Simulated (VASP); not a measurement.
# Si2Bi2S (P-3m1) in VASP: further runs

Runs on Si2Bi2S. Level: PBE. Tasks: single point.

Program: VASP 6.6.1. These are calculated values, not measurements. Logs are shortened: lines on timing, memory, paths and dates and some standing lists are left out, and cuts for length are marked.

## (1) The cell of the first run

It takes space group P-3m1 (No. 164, trigonal). The conventional cell has a = 4.228 Å, b = 4.228 Å, c = 8.552 Å, α = 90.00°, β = 90.00°, γ = 120.00°. Si (site symmetry 3m) has 3 Bi at 2.44 Å and 1 S at 2.64 Å within 3.2 Å. Bi (site symmetry 3m) has 3 Si at 2.44 Å within 3.2 Å. Within 3.5 Å of S (site symmetry -3m) lie 2 Si at 2.64 Å.

## (2) Single point, PBE

File INCAR:

```
SYSTEM = Si2Bi2S
ALGO = Normal ; EDIFF = 1E-7
ENCUT = 520 ; GGA = PE
ISIF = 2 ; ISMEAR = 0
LASPH = .TRUE. ; LCHARG = .TRUE.
LELF = .TRUE. ; LREAL = .FALSE.
LVHAR = .TRUE. ; LWAVE = .FALSE.
NBANDS = 30 ; NELM = 80
PREC = Accurate ; SIGMA = 0.1
```

File KPOINTS:

```
k-points
0
G
  6 6 2
  0 0 0
```

File POSCAR:

```
Si2Bi2S
1.0
    4.2283421200      0.0000000000      0.0000000000
   -2.1141710600      3.6618516900      0.0000000000
    0.0000000000      0.0000000000      8.5516931100
Si Bi S
2 2 1
Direct
    0.0000000000      0.0000000000      0.3083886500
    0.0000000000      0.0000000000      0.6916113500
    0.3333333300      0.6666666700      0.6843792300
    0.6666666700      0.3333333300      0.3156207700
    0.0000000000      0.0000000000      0.0000000000
```

Potentials or basis: VASP PAW PBE potentials, release 64 (Si, Bi_d, S).

Started as:

```sh
$ cat potpaw_PBE.64/Si/POTCAR potpaw_PBE.64/Bi_d/POTCAR potpaw_PBE.64/S/POTCAR > POTCAR
$ mpirun -np 1 vasp_std > vasp.out
```

OUTCAR:

```text
SYSTEM = Si2Bi2S
   EDIFF = 1E-7
   ENCUT = 520
   GGA = PE
   ISIF = 2
   ISMEAR = 0
   LASPH = .TRUE.
   LREAL = .FALSE.
   NELM = 80
   PREC = Accurate

 ion  position               nearest neighbor table
   1  0.000  0.000  0.308-   4 2.44   4 2.44   4 2.44   5 2.64
   2  0.000  0.000  0.692-   3 2.44   3 2.44   3 2.44   5 2.64
   3  0.333  0.667  0.684-   2 2.44   2 2.44   2 2.44
   4  0.667  0.333  0.316-   1 2.44   1 2.44   1 2.44
   5  0.000  0.000  0.000-   1 2.64   2 2.64

  LATTYP: Found a hexagonal cell.
 ALAT       =     4.2283421200
 C/A-ratio  =     2.0224695323

  Lattice vectors:

 A1 = (   4.2283421200,   0.0000000000,   0.0000000000)
 A2 = (  -2.1141710600,   3.6618516900,   0.0000000000)
 A3 = (   0.0000000000,   0.0000000000,   8.5516931100)

Analysis of symmetry for initial positions (statically):
=====================================================================
 Subroutine PRICEL returns:
 Original cell was already a primitive cell.

 Routine SETGRP: Setting up the symmetry group for a
 hexagonal supercell.

 Subroutine GETGRP returns: Found 12 space group operations
 (whereof 12 operations were pure point group operations)
 out of a pool of 24 trial point group operations.

The static configuration has the point symmetry D_3d.

Analysis of symmetry for dynamics (positions and initial velocities):
=====================================================================
 Subroutine PRICEL returns:
 Original cell was already a primitive cell.

 Routine SETGRP: Setting up the symmetry group for a
 hexagonal supercell.

 Subroutine GETGRP returns: Found 12 space group operations
 (whereof 12 operations were pure point group operations)
 out of a pool of 24 trial point group operations.

The dynamic configuration has the point symmetry D_3d.

 Subroutine INISYM returns: Found 12 space group operations
 (whereof 12 operations are pure point group operations),
 and found     1 'primitive' translations

----------------------------------------------------------------------------------------

                                     Primitive cell

  volume of cell :     132.4107

  direct lattice vectors                    reciprocal lattice vectors
     4.228342120  0.000000000  0.000000000     0.236499311  0.136542941  0.000000000
    -2.114171060  3.661851690  0.000000000     0.000000000  0.273085882  0.000000000
     0.000000000  0.000000000  8.551693110     0.000000000  0.000000000  0.116935908

  length of vectors
     4.228342120  4.228342118  8.551693110     0.273085882  0.273085882  0.116935908

  position of ions in fractional coordinates (direct lattice)
     0.000000000  0.000000000  0.308388650
     0.000000000  0.000000000  0.691611350
     0.333333330  0.666666670  0.684379230
     0.666666670  0.333333330  0.315620770
     0.000000000  0.000000000  0.000000000

  ion indices of the primitive-cell ions
   primitive index   ion index
                 1           1
                 2           2
                 3           3
                 4           4
                 5           5

----------------------------------------------------------------------------------------

 KPOINTS: k-points

Automatic generation of k-mesh.
 Grid dimensions read from file:
 generate k-points for:    6    6    2

 Generating k-lattice:

  Cartesian coordinates                     Fractional coordinates (reciprocal lattice)
     0.039416552  0.022757157  0.000000000     0.166666667  0.000000000  0.000000000
     0.000000000  0.045514314  0.000000000     0.000000000  0.166666667  0.000000000
     0.000000000  0.000000000  0.058467954     0.000000000  0.000000000  0.500000000

  Length of vectors
     0.045514314  0.045514314  0.058467954

  Shift w.r.t. Gamma in fractional coordinates (k-lattice)
     0.000000000  0.000000000  0.000000000

 Subroutine IBZKPT returns following result:
 ===========================================

 Found     14 irreducible k-points:

 Following reciprocal coordinates:
            Coordinates               Weight
  0.000000  0.000000  0.000000      1.000000
  0.166667  0.000000  0.000000      6.000000
  0.333333  0.000000  0.000000      6.000000
  0.500000  0.000000  0.000000      3.000000
  0.166667  0.166667  0.000000      6.000000
  0.333333  0.166667  0.000000     12.000000
  0.333333  0.333333  0.000000      2.000000
  0.000000  0.000000  0.500000      1.000000
  0.166667  0.000000  0.500000      6.000000
  0.333333  0.000000  0.500000      6.000000
  0.500000  0.000000  0.500000      3.000000
  0.166667  0.166667  0.500000      6.000000
  0.333333  0.166667  0.500000     12.000000
  0.333333  0.333333  0.500000      2.000000
   k-points           NKPTS =     14   k-points in BZ     NKDIM =     14   number of bands    NBANDS=     30
   number of dos      NEDOS =    301   number of ions     NIONS =      5
   total plane-waves  NPLWV =  65536
   dimension x,y,z NGX =    32 NGY =   32 NGZ =   64
   dimension x,y,z NGXF=    64 NGYF=   64 NGZF=  128
   ions per type =               2   2   1
   NGX,Y,Z   is equivalent  to a cutoff of  12.58, 12.58, 12.44 a.u.
   NGXF,Y,Z  is equivalent  to a cutoff of  25.16, 25.16, 24.88 a.u.
 SYSTEM =  Si2Bi2S
   PREC   = accura    normal or accurate (medium, high low for compatibility)
   ISTART =      0    job   : 0-new  1-cont  2-samecut
   ICHARG =      2    charge: 1-file 2-atom 10-const
   ISPIN  =      1    spin polarized calculation?
   LNONCOLLINEAR =      F non collinear calculations
   LSORBIT =      F    spin-orbit coupling
   LASPH  =      T    aspherical Exc in radial PAW
   ENCUT  =  520.0 eV  38.22 Ry    6.18 a.u.   7.86  7.86 15.90*2*pi/ulx,y,z
   NELM   =     80;   NELMIN=  2; NELMDL= -5     # of ELM steps
   EDIFF  = 0.1E-06   stopping-criterion for ELM
   LREAL  =      F    real-space projection
   EDIFFG = 0.1E-05   stopping-criterion for IOM
   NSW    =      0    number of steps for IOM
   IBRION =     -1    ionic relax: 0-MD 1-quasi-New 2-CG
   NFREE  =      0    steps in history (QN), initial steepest desc. (CG)
   ISIF   =      2    stress and relaxation
   ISYM   =      2    0-nonsym 1-usesym 2-fastsym
   POTIM  = 0.5000    time-step for ionic-motion
   TEBEG  =    0.0;   TEEND  =   0.0 temperature during run
   PSTRESS=    0.0 pullay stress
   NELECT =      44.0000    total number of electrons
   NUPDOWN=      -1.0000    fix difference up-down
   EMIN   =  10.00;   EMAX   =-10.00  energy-range for DOS
   EFERMI =   0.00;   METHOD = LEGACY
   ISMEAR =     0;   SIGMA  =   0.10  broadening in eV -4-tet -1-fermi 0-gaus
   EFERMI_NEDOS =   21; number of points for ismear=-14 and -15
   IALGO  =     38    algorithm
   IMIX   =      4    mixing-type and parameters
     AMIX     =   0.40;   BMIX     =  1.00
     AMIX_MAG =   1.60;   BMIX_MAG =  1.00
  volume/ion in A,a.u.               =      26.48       178.71
  Fermi-wavevector in a.u.,A,eV,Ry     =   1.133926  2.142810 17.494212  1.285788
  Thomas-Fermi vector in A             =   2.270629
   LORBIT       =      0    0 simple, 1 ext, 2 COOP (PROOUT), +10 PAW based schemes
   GGA     = PE    functional components
   LHFCALC =     F    Hartree Fock is set to
   AEXX    =    0.0000 exact exchange contribution
   IVDW    =     0    specifies the selected vdW correction
   LEPSILON=     F    determine dielectric tensor
   LRPA    =     F    only Hartree local field effects (RPA)
 non-spin polarized calculation
 Gauss-broadening in eV      SIGMA  =   0.10
  energy-cutoff  :      520.00
  volume of cell :      132.41
 maximum number of plane-waves:      3589
 NGX is ok and might be reduce to    32
   NGX = 15   NGY = 15   NGZ = 31

 number of electron      43.9999993 magnetization

 Free energy of the ion-electron system (eV)
  ---------------------------------------------------
  ext. energy  EPLUGINS =         0.00000000
  ---------------------------------------------------
  free energy    TOTEN  =       -17.38150041 eV

  energy without entropy =      -17.36084214  energy(sigma->0) =      -17.37117128

 E-fermi :   5.8025     XC(G=0):  -9.3362

 val. band max:        5.7638526801   @ k =   0.0000   0.0000   0.5000
 cond. band min:       5.8296978598   @ k =   0.3333   0.1667   0.0000
 fundamental gap:      0.0658451797
 Fermi energy:         5.8025140256

 k-point     1 :       0.0000    0.0000    0.0000
  band No.  band energies     occupation
      1     -17.6430      2.00000
      2     -17.6430      2.00000
      3     -17.6417      2.00000
      4     -17.6417      2.00000
      5     -17.5758      2.00000
      6     -17.5716      2.00000
[... 22 lines left out ...]
     29       8.7490      0.00000
     30      11.0059      0.00000

 k-point     2 :       0.1667    0.0000    0.0000
  band No.  band energies     occupation
      1     -17.6467      2.00000
      2     -17.6436      2.00000
      3     -17.6345      2.00000
      4     -17.6328      2.00000
      5     -17.5680      2.00000
      6     -17.5637      2.00000
[... 22 lines left out ...]
     29       9.1967      0.00000
     30      11.0416      0.00000

 k-point     3 :       0.3333    0.0000    0.0000
  band No.  band energies     occupation
      1     -17.6540      2.00000
      2     -17.6480      2.00000
      3     -17.6175      2.00000
      4     -17.6149      2.00000
      5     -17.5521      2.00000
      6     -17.5489      2.00000
[... 22 lines left out ...]
     29      11.0593      0.00000
     30      11.3717      0.00000

 k-point     4 :       0.5000    0.0000    0.0000
  band No.  band energies     occupation
      1     -17.6576      2.00000
      2     -17.6503      2.00000
      3     -17.6089      2.00000
      4     -17.6060      2.00000
      5     -17.5440      2.00000
      6     -17.5420      2.00000
[... 286 lines left out ...]
     29      11.0916      0.00000
     30      11.2925      0.00000

 k-point    13 :       0.3333    0.1667    0.5000
  band No.  band energies     occupation
      1     -17.6498      2.00000
      2     -17.6438      2.00000
      3     -17.6145      2.00000
      4     -17.6122      2.00000
      5     -17.5449      2.00000
      6     -17.5436      2.00000
[... 22 lines left out ...]
     29      11.2828      0.00000
     30      12.0302      0.00000

 k-point    14 :       0.3333    0.3333    0.5000
  band No.  band energies     occupation
      1     -17.6420      2.00000
      2     -17.6361      2.00000
      3     -17.6162      2.00000
      4     -17.6162      2.00000
      5     -17.5425      2.00000
      6     -17.5425      2.00000
[... 22 lines left out ...]
     29      11.1158      0.00000
     30      11.1158      0.00000

------------------------ aborting loop because EDIFF is reached ----------------------------------------

  FORCE on cell =-STRESS in cart. coord.  units (eV):
  Direction    XX          YY          ZZ          XY          YZ          ZX
  --------------------------------------------------------------------------------------
  -------------------------------------------------------------------------------------
  Total       19.1802299     19.1802299     -8.5278418      0.0000000      0.0000000     -0.0000000
  in kB      232.0819757    232.0819754   -103.1874169      0.0000000      0.0000000     -0.0000000
  external PRESSURE =     120.3255114 kB  Pullay stress =       0.0000000 kB

 VOLUME and BASIS-vectors are now :
 -----------------------------------------------------------------------------
  energy-cutoff  :      520.00
  volume of cell :      132.41
      direct lattice vectors                 reciprocal lattice vectors
     4.228342120  0.000000000  0.000000000     0.236499311  0.136542941  0.000000000
    -2.114171060  3.661851690  0.000000000     0.000000000  0.273085882  0.000000000
     0.000000000  0.000000000  8.551693110     0.000000000  0.000000000  0.116935908

 POSITION                                       TOTAL-FORCE (eV/Angst)
 -----------------------------------------------------------------------------------
      0.00000      0.00000      2.63725        -0.000000      0.000000     -1.092594
      0.00000      0.00000      5.91445        -0.000000     -0.000000      1.092594
     -0.00000      2.44123      5.85260         0.000000     -0.000000      0.328706
      2.11417      1.22062      2.69909        -0.000000      0.000000     -0.328706
      0.00000      0.00000      0.00000        -0.000000      0.000000      0.000000
 -----------------------------------------------------------------------------------
    total drift:                               -0.000000      0.000000     -0.000000

  FREE ENERGIE OF THE ION-ELECTRON SYSTEM (eV)
  ---------------------------------------------------
  free  energy   TOTEN  =       -17.3815004112 eV

  energy  without entropy=      -17.3608421441  energy(sigma->0) =      -17.37117128
```

It took 43 s on 1 thread of AMD EPYC 7R13 (Zen 3), shared host; peak memory 0.23 GiB.

What came out:

| Quantity | Value |
| --- | --- |
| Free energy | -17.3815 eV |
| Pressure | 12.0 GPa |
| Largest force | 1.093 eV/Å |
| Band gap on the k mesh | zero (band 22 reaches 6.31 eV, above the bottom of band 23 at 5.05 eV) |

Forces on the atoms (eV/Å):
```
Si   0.000  0.000 -1.093
Si   0.000  0.000  1.093
Bi   0.000  0.000  0.329
Bi   0.000  0.000 -0.329
S    0.000  0.000  0.000
```

Caveat: the k points lie up to 0.37 Å⁻¹ apart; spin-orbit coupling is left out, which moves the levels of the heavy elements; this functional lacks dispersion, which binds the layers, so the pressure and a relaxed spacing across them are unreliable; forces of over 1 eV/Å act on the atoms, so gaps and moduli don't describe the material at rest.

## (3) Single point, PBE

This run uses another cell than the first one, of 31.56 Å³/atom, 1.192 times its volume.

File INCAR:

```
SYSTEM = Si2Bi2S
ALGO = Normal
EDIFF = 1E-6
ENCUT = 520
GGA = PE
ISIF = 2
ISMEAR = 0
LASPH = .True.
LCHARG = .False.
LREAL = .False.
LWAVE = .False.
NBANDS = 30
NELM = 100
PREC = Accurate
SIGMA = 0.1
```

File KPOINTS:

```
k-points
0
Gamma
  6 6 2
  0 0 0
```

File POSCAR:

```
Si2Bi2S
1.0
    4.2295781815      0.0000000000      0.0000000000
   -2.1147890907      3.6629221525      0.0000000000
    0.0000000000      0.0000000000     10.1852748590
Si Bi S
2 2 1
Direct
    0.0000000000      0.0000000000      0.2087793052
    0.0000000000      0.0000000000      0.7912206948
    0.3333333333      0.6666666667      0.6698493619
    0.6666666667      0.3333333333      0.3301506381
    0.0000000000      0.0000000000      0.0000000000
```

Potentials or basis: VASP PAW PBE potentials, release 64 (Si, Bi_d, S).

Started as:

```sh
$ cat potpaw_PBE.64/Si/POTCAR potpaw_PBE.64/Bi_d/POTCAR potpaw_PBE.64/S/POTCAR > POTCAR
$ mpirun -np 1 vasp_std > vasp.out
```

Wall time 59 s (1 thread of AMD EPYC 7R13 (Zen 3), shared host); peak memory 0.26 GiB.

It converged, with:

- Free energy: -21.6702 eV
- Pressure: -0.1 GPa
- Largest force: 0.051 eV/Å
- Band gap on the k mesh: zero (band 22 reaches 4.12 eV, above the bottom of band 23 at 3.91 eV)

Forces in eV/Å, atoms in the order of the input:
```
Si   0.000  0.000 -0.051
Si   0.000  0.000  0.051
Bi   0.000  0.000 -0.024
Bi   0.000  0.000  0.024
S    0.000  0.000  0.000
```

Stress tensor (GPa, compression positive):
```
-0.06  0.00  0.00
 0.00 -0.06  0.00
 0.00  0.00 -0.14
```

Levels at points of the mesh, in eV from the Fermi level:
| k point | band 19 | band 20 | band 21 | band 22 | band 23 | band 24 | band 25 | band 26 |
| --- | --- | --- | --- | --- | --- | --- | --- | --- |
| (0.00, 0.00, 0.00) | -0.62 | -0.62 | -0.09 | 0.14 | 0.14 | 1.27 | 2.44 | 2.44 |
| (0.50, 0.00, 0.00) | -2.24 | -1.87 | -0.95 | -0.82 | 0.58 | 0.92 | 1.71 | 3.59 |
| (0.00, 0.00, 0.50) | -0.57 | -0.57 | 0.05 | 0.05 | 0.21 | 1.11 | 2.68 | 2.68 |
| (0.50, 0.00, 0.50) | -2.10 | -2.05 | -0.81 | -0.76 | -0.08 | 1.76 | 1.79 | 2.60 |

Caveat: spin-orbit coupling is left out, which moves the levels of the heavy elements; this functional lacks dispersion, which binds the layers, so the pressure and a relaxed spacing across them are unreliable.

## (4) Single point, PBE

This run uses another cell than the first one, of 31.48 Å³/atom, 1.189 times its volume.

File INCAR:

```
PREC     = Accurate       # precision mode
ENCUT    = 520            # plane-wave cutoff, eV
EDIFF    = 1E-7           # SCF threshold, eV
ISMEAR   = 0              # smearing method
SIGMA    = 0.1            # smearing width, eV
LREAL    = False          # projectors in reciprocal space
LASPH    = True           # aspherical terms in the spheres
NELM     = 100            # most SCF steps
ALGO     = Normal         # electronic algorithm
ISIF     = 2              # what is computed and relaxed
LWAVE    = False          # write WAVECAR
LCHARG   = True           # write CHGCAR
GGA      = PE             # functional
LELF     = True           # ELF
LVHAR    = True         
NBANDS   = 30             # bands
```

File KPOINTS:

```
Automatic mesh
0
Gamma
  12 12 4
```

File POSCAR:

```
Si2Bi2S
1.0
    4.2270369544      0.0000000000      0.0000000000
   -2.1135184772      3.6607213853      0.0000000000
    0.0000000000      0.0000000000     10.1730201611
Si Bi S
2 2 1
Direct
    0.0000000000      0.0000000000      0.2089125603
    0.0000000000      0.0000000000      0.7910874397
    0.3333333333      0.6666666667      0.6699346082
    0.6666666667      0.3333333333      0.3300653918
    0.0000000000      0.0000000000      0.0000000000
```

Started as:

```sh
$ cat potpaw_PBE.64/Si/POTCAR potpaw_PBE.64/Bi_d/POTCAR potpaw_PBE.64/S/POTCAR > POTCAR
$ mpirun -np 1 vasp_std > vasp.out
```

Wall time 7.9 min (1 thread of AMD EPYC 7R13 (Zen 3), shared host); peak memory 0.43 GiB.

It converged, with:

```
Free energy            : -21.6989 eV
Pressure               : -0.1 GPa
Largest force          : 0.042 eV/Å
Band gap on the k mesh : zero (band 22 reaches 4.14 eV, above the bottom of band 23 at 3.93 eV)
```

Forces on the atoms (eV/Å):
```
Si   0.000  0.000 -0.042
Si   0.000  0.000  0.042
Bi   0.000  0.000 -0.007
Bi   0.000  0.000  0.007
S    0.000  0.000  0.000
```

Stress tensor (GPa, compression positive):
```
-0.05  0.00  0.00
 0.00 -0.05  0.00
 0.00  0.00 -0.19
```

Levels at points of the mesh, in eV from the Fermi level:
| k point | band 20 | band 21 | band 22 | band 23 | band 24 | band 25 |
| --- | --- | --- | --- | --- | --- | --- |
| (0.00, 0.00, 0.00) | -0.72 | -0.18 | 0.05 | 0.05 | 1.18 | 2.35 |
| (0.50, 0.00, 0.00) | -1.97 | -1.04 | -0.90 | 0.49 | 0.84 | 1.62 |
| (0.00, 0.00, 0.50) | -0.67 | -0.04 | -0.04 | 0.12 | 1.01 | 2.59 |
| (0.50, 0.00, 0.50) | -2.15 | -0.89 | -0.85 | -0.16 | 1.67 | 1.70 |

Caveat: spin-orbit coupling is left out, which moves the levels of the heavy elements; this functional lacks dispersion, which binds the layers, so the pressure and a relaxed spacing across them are unreliable.

## (5) Overview

```csv
cell,k mesh,gap on the mesh (eV),pressure (GPa),largest force (eV/Å)
"a = 4.228, b = 4.228, c = 8.552 Å, angles 90.0, 90.0, 120.0°, 5 atoms",6 × 6 × 2,none,12.0,1.09
"a = 4.230, b = 4.230, c = 10.185 Å, angles 90.0, 90.0, 120.0°, 5 atoms",6 × 6 × 2,none,-0.1,0.05
"a = 4.227, b = 4.227, c = 10.173 Å, angles 90.0, 90.0, 120.0°, 5 atoms",12 × 12 × 4,none,-0.1,0.04
```

Alike in all rows: task single point; level PBE; potentials or basis VASP PAW PBE potentials, release 64 (Si, Bi_d, S); no spin polarisation; cutoff (eV) 520; smearing gaussian 0.1 eV.

Caveats: some runs use coarse meshes; spin-orbit coupling is left out, which moves the levels of the heavy elements; this functional lacks dispersion, which binds the layers, so the pressure and a relaxed spacing across them are unreliable; forces of over 1 eV/Å act on the atoms, so gaps and moduli don't describe the material at rest (some runs).

Total energies depend on the potentials used, so only differences within one code and one set of settings carry meaning.
